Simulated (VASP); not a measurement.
# NaF (Pm-3m) in VASP: settings compared

NaF is run at these levels: PBE-based global hybrid with 50 % exact exchange, PBE-based screened hybrid with 75 % exact exchange; tasks: single point.

Program: VASP 6.6.1. These are calculated values, not measurements. Logs are shortened: lines on timing, memory, paths and dates and some standing lists are left out, and cuts for length are marked.

## 1. The cell of the first run

Symmetry: Pm-3m, No. 221, cubic system. The conventional cell has a = 2.793 Å, b = 2.793 Å, c = 2.793 Å, α = 90.00°, β = 90.00°, γ = 90.00°. Na (site symmetry m-3m) has 8 F at 2.42 Å and 6 Na at 2.79 Å within 3.2 Å. Within 3.2 Å of F (site symmetry m-3m) lie 8 Na at 2.42 Å and 6 F at 2.79 Å.

## 2. Single point, PBE-based global hybrid with 50 % exact exchange

The input, POSCAR:

```
NaF
1.0
    2.7934851994      0.0000000000      0.0000000000
    0.0000000000      2.7934851994      0.0000000000
    0.0000000000      0.0000000000      2.7934851994
Na F
1 1
Direct
    0.0000000000      0.0000000000      0.0000000000
    0.5000000000      0.5000000000      0.5000000000
```

The input, INCAR.step1:

```
ALGO = Normal ; EDIFF = 1E-5
ENCUT = 520 ; GGA = PE
ISIF = 2 ; ISMEAR = 0
LASPH = True ; LCHARG = False
LREAL = False ; LWAVE = True
NBANDS = 14 ; NELM = 60
PREC = Accurate ; SIGMA = 0.01
```

The input, INCAR.step2:

```
AEXX = 0.5 ; ALGO = Normal
EDIFF = 1E-6 ; ENCUT = 520
GGA = PE ; ISIF = 2
ISMEAR = 0 ; ISTART = 1
LASPH = True ; LCHARG = False
LHFCALC = True ; LREAL = False
LWAVE = False ; NBANDS = 14
NELM = 60 ; PREC = Accurate
PRECFOCK = Normal ; SIGMA = 0.01
```

The input, KPOINTS:

```
k-points
0
Gamma
  4 4 4
```

Potentials or basis: VASP PAW PBE potentials, release 64 (Na_pv, F).

The run is started by

```bash
> cat potpaw_PBE.64/Na_pv/POTCAR potpaw_PBE.64/F/POTCAR > POTCAR
> cp INCAR.step1 INCAR
> mpirun -np 1 vasp_std > vasp.out
> cp INCAR.step2 INCAR
> mpirun -np 1 vasp_std > vasp.out
```

OUTCAR:

```text
AEXX = 0.5
   EDIFF = 1E-6
   ENCUT = 520
   GGA = PE
   ISIF = 2
   ISMEAR = 0
   ISTART = 1
   LASPH = True
   LHFCALC = True
   LREAL = False
   NELM = 60
   PREC = Accurate
   PRECFOCK = Normal

 ion  position               nearest neighbor table
   1  0.000  0.000  0.000-
   2  0.500  0.500  0.500-

  LATTYP: Found a simple cubic cell.
 ALAT       =     2.7934851994

  Lattice vectors:

 A1 = (   2.7934851994,   0.0000000000,   0.0000000000)
 A2 = (   0.0000000000,   2.7934851994,   0.0000000000)
 A3 = (   0.0000000000,   0.0000000000,   2.7934851994)

Analysis of symmetry for initial positions (statically):
=====================================================================
 Subroutine PRICEL returns:
 Original cell was already a primitive cell.

 Routine SETGRP: Setting up the symmetry group for a
 simple cubic supercell.

 Subroutine GETGRP returns: Found 48 space group operations
 (whereof 48 operations were pure point group operations)
 out of a pool of 48 trial point group operations.

The static configuration has the point symmetry O_h .

Analysis of symmetry for dynamics (positions and initial velocities):
=====================================================================
 Subroutine PRICEL returns:
 Original cell was already a primitive cell.

 Routine SETGRP: Setting up the symmetry group for a
 simple cubic supercell.

 Subroutine GETGRP returns: Found 48 space group operations
 (whereof 48 operations were pure point group operations)
 out of a pool of 48 trial point group operations.

The dynamic configuration has the point symmetry O_h .

 Subroutine INISYM returns: Found 48 space group operations
 (whereof 48 operations are pure point group operations),
 and found     1 'primitive' translations

----------------------------------------------------------------------------------------

                                     Primitive cell

  volume of cell :      21.7991

  direct lattice vectors                    reciprocal lattice vectors
     2.793485199  0.000000000  0.000000000     0.357975765  0.000000000  0.000000000
     0.000000000  2.793485199  0.000000000     0.000000000  0.357975765  0.000000000
     0.000000000  0.000000000  2.793485199     0.000000000  0.000000000  0.357975765

[... 82 lines left out ...]
   EFERMI =   0.00;   METHOD = LEGACY
   ISMEAR =     0;   SIGMA  =   0.01  broadening in eV -4-tet -1-fermi 0-gaus
   EFERMI_NEDOS =   21; number of points for ismear=-14 and -15
   IALGO  =     38    algorithm
   IMIX   =      1    mixing-type and parameters
     AMIX     =   0.40;   BMIX     =  1.00
     AMIX_MAG =   1.60;   BMIX_MAG =  1.00
  volume/ion in A,a.u.               =      10.90        73.55
  Fermi-wavevector in a.u.,A,eV,Ry     =   1.412444  2.669131 27.143583  1.994997
  Thomas-Fermi vector in A             =   2.534192
   LORBIT       =      0    0 simple, 1 ext, 2 COOP (PROOUT), +10 PAW based schemes
   GGA     = PE    functional components
   LHFCALC =     T    Hartree Fock is set to
   PRECFOCK=normal    Normal, Fast or Accurate (Low or Medium for compatibility)
   ENCUT4O =  -1.0   cutoff for four orbital integrals eV
   NKREDX  =     1    reduce k-point grid by
   NKREDY  =     1    reduce k-point grid by
   NKREDZ  =     1    reduce k-point grid by
   AEXX    =    0.5000 exact exchange contribution
   HFSCREEN=    0.0000 screening length (either q_TF or 0.3 A-1)
   HFSCREENC=   0.0000 screening length for correlation (either q_TF or 0.3 A-1)
   ENCUTFOCK=  -1.0 apply spherical cutoff to Coloumb kernel
   IVDW    =     0    specifies the selected vdW correction
   LEPSILON=     F    determine dielectric tensor
   LRPA    =     F    only Hartree local field effects (RPA)
 non-spin polarized calculation
 Gauss-broadening in eV      SIGMA  =   0.01
  energy-cutoff  :      520.00
  volume of cell :       21.80
 maximum number of plane-waves:       624
 NGX is ok and might be reduce to    24
  NGX = 16; NGY = 16; NGZ = 16

 number of electron      14.0000006 magnetization

 Free energy of the ion-electron system (eV)
  ---------------------------------------------------
  ext. energy  EPLUGINS =         0.00000000
  ---------------------------------------------------
  free energy    TOTEN  =       -12.90975887 eV

  energy without entropy =      -12.90975887  energy(sigma->0) =      -12.90975887

 E-fermi :  -4.7000     XC(G=0):  -5.5546

 val. band max:       -4.8507292009   @ k =   0.5000   0.5000   0.0000
 cond. band min:       7.2974800987   @ k =   0.0000   0.0000   0.0000
 fundamental gap:     12.1482092996
 Fermi energy:        -4.6999827553

 k-point     1 :       0.0000    0.0000    0.0000
  band No.  band energies     occupation
      1     -27.9102      2.00000
      2     -27.7761      2.00000
      3     -27.7761      2.00000
      4     -27.7761      2.00000
      5      -5.2194      2.00000
      6      -5.2194      2.00000
      7      -5.2194      2.00000
      8       7.2975      0.00000
      9      17.1804      0.00000
     10      17.1804      0.00000
     11      26.3151      0.00000
     12      26.3151      0.00000
     13      26.3151      0.00000
     14      33.8008      0.00000
[... 139 lines left out ...]
      1     -27.9514      2.00000
      2     -27.9514      2.00000
      3     -27.9514      2.00000
      4     -27.0734      2.00000
      5      -6.6906      2.00000
      6      -6.6906      2.00000
      7      -6.6906      2.00000
      8      15.8391      0.00000
      9      15.8391      0.00000
     10      15.8391      0.00000
     11      21.6689      0.00000
     12      21.6689      0.00000
     13      21.6689      0.00000
     14      25.3929      0.00000

------------------------ aborting loop because EDIFF is reached ----------------------------------------

  FORCE on cell =-STRESS in cart. coord.  units (eV):
  Direction    XX          YY          ZZ          XY          YZ          ZX
  --------------------------------------------------------------------------------------
  -------------------------------------------------------------------------------------
  Total       -0.0992546     -0.0992546     -0.0992546     -0.0000000      0.0000000      0.0000000
  in kB       -7.2949446     -7.2949446     -7.2949446     -0.0000000      0.0000000      0.0000000
  external PRESSURE =      -7.2949446 kB  Pullay stress =       0.0000000 kB

 VOLUME and BASIS-vectors are now :
 -----------------------------------------------------------------------------
  energy-cutoff  :      520.00
  volume of cell :       21.80
      direct lattice vectors                 reciprocal lattice vectors
     2.793485199  0.000000000  0.000000000     0.357975765  0.000000000  0.000000000
     0.000000000  2.793485199  0.000000000     0.000000000  0.357975765  0.000000000
     0.000000000  0.000000000  2.793485199     0.000000000  0.000000000  0.357975765

 POSITION                                       TOTAL-FORCE (eV/Angst)
 -----------------------------------------------------------------------------------
      0.00000      0.00000      0.00000         0.000000      0.000000      0.000000
      1.39674      1.39674      1.39674         0.000000      0.000000      0.000000
 -----------------------------------------------------------------------------------
    total drift:                                0.000000     -0.000000      0.000000

  FREE ENERGIE OF THE ION-ELECTRON SYSTEM (eV)
  ---------------------------------------------------
  free  energy   TOTEN  =       -12.9097588656 eV

  energy  without entropy=      -12.9097588656  energy(sigma->0) =      -12.90975887
```

Wall time 1.8 min (1 thread of Intel Xeon Platinum 8175M at 2.50GHz (Skylake/Cascade Lake), shared host); peak memory 0.13 GiB.

Results:

* Free energy: -12.9098 eV
* Pressure: -0.7 GPa
* Band gap on the k mesh: 12.15 eV (least direct gap 12.52 eV)

Levels at points of the mesh, in eV from the valence-band top:
```
           k point  band 4  band 5  band 6  band 7  band 8  band 9  band 10  band 11
(0.00, 0.00, 0.00)  -22.93   -0.37   -0.37   -0.37   12.15   22.03    22.03    31.17
(0.50, 0.00, 0.00)  -22.05   -2.83   -0.23   -0.23   17.13   18.35    26.41    27.61
(0.50, 0.50, 0.00)  -22.48   -2.08   -2.08    0.00   18.18   21.96    21.96    22.18
(0.50, 0.50, 0.50)  -22.22   -1.84   -1.84   -1.84   20.69   20.69    20.69    26.52
```

Caveat: the k points lie up to 0.56 Å⁻¹ apart; the PAW data sets were made with another functional, which shifts forces and pressure a little. A k mesh can miss the band edges.

## 3. Single point, PBE-based screened hybrid with 75 % exact exchange

POSCAR is that of step 2.

The input, INCAR.step1:

```
SYSTEM = NaF
  PREC = Accurate
  ENCUT = 520
  EDIFF = 1E-5
  ISMEAR = 0
  SIGMA = 0.01
  LREAL = .FALSE.
  LASPH = .TRUE.
  NELM = 100
  ALGO = Normal
  ISIF = 2
  LWAVE = .TRUE.
  LCHARG = .FALSE.
  GGA = PE
  NBANDS = 14
```

The input, INCAR.step2:

```
SYSTEM = NaF
  PREC = Accurate
  ENCUT = 520
  EDIFF = 1E-6
  ISMEAR = 0
  SIGMA = 0.01
  LREAL = .FALSE.
  LASPH = .TRUE.
  NELM = 100
  ALGO = Normal
  ISIF = 2
  LWAVE = .FALSE.
  LCHARG = .FALSE.
  GGA = PE
  LHFCALC = .TRUE.
  AEXX = 0.75
  HFSCREEN = 0.1
  PRECFOCK = Normal
  ISTART = 1
  NBANDS = 14
```

The input, KPOINTS:

```
Automatic mesh
0
G
  4 4 4
  0 0 0
```

Potentials or basis: VASP PAW PBE potentials, release 64 (Na_pv, F).

The run is started by

```bash
> cat potpaw_PBE.64/Na_pv/POTCAR potpaw_PBE.64/F/POTCAR > POTCAR
> cp INCAR.step1 INCAR
> mpirun -np 1 vasp_std > vasp.out
> cp INCAR.step2 INCAR
> mpirun -np 1 vasp_std > vasp.out
```

Wall time 2.5 min (1 thread of Intel Xeon Platinum 8175M at 2.50GHz (Skylake/Cascade Lake), shared host); peak memory 0.22 GiB.

Results (log left out):

| Quantity | Value |
| --- | --- |
| Free energy | -14.5251 eV |
| Pressure | -2.8 GPa |
| Band gap on the k mesh | 14.09 eV (least direct gap 14.47 eV) |

Levels at points of the mesh, in eV from the valence-band top:
```csv
k point,band 4,band 5,band 6,band 7,band 8,band 9,band 10,band 11
"(0.00, 0.00, 0.00)",-24.35,-0.38,-0.38,-0.38,14.09,24.06,24.06,33.60
"(0.50, 0.00, 0.00)",-23.55,-2.87,-0.23,-0.23,19.18,20.43,28.48,29.74
"(0.50, 0.50, 0.00)",-24.05,-2.14,-2.14,0.00,20.16,24.15,24.15,24.36
"(0.50, 0.50, 0.50)",-23.78,-1.90,-1.90,-1.90,22.71,22.71,22.71,28.93
```

Caveat: the k points lie up to 0.56 Å⁻¹ apart; the PAW data sets were made with another functional, which shifts forces and pressure a little. A k mesh can miss the band edges.
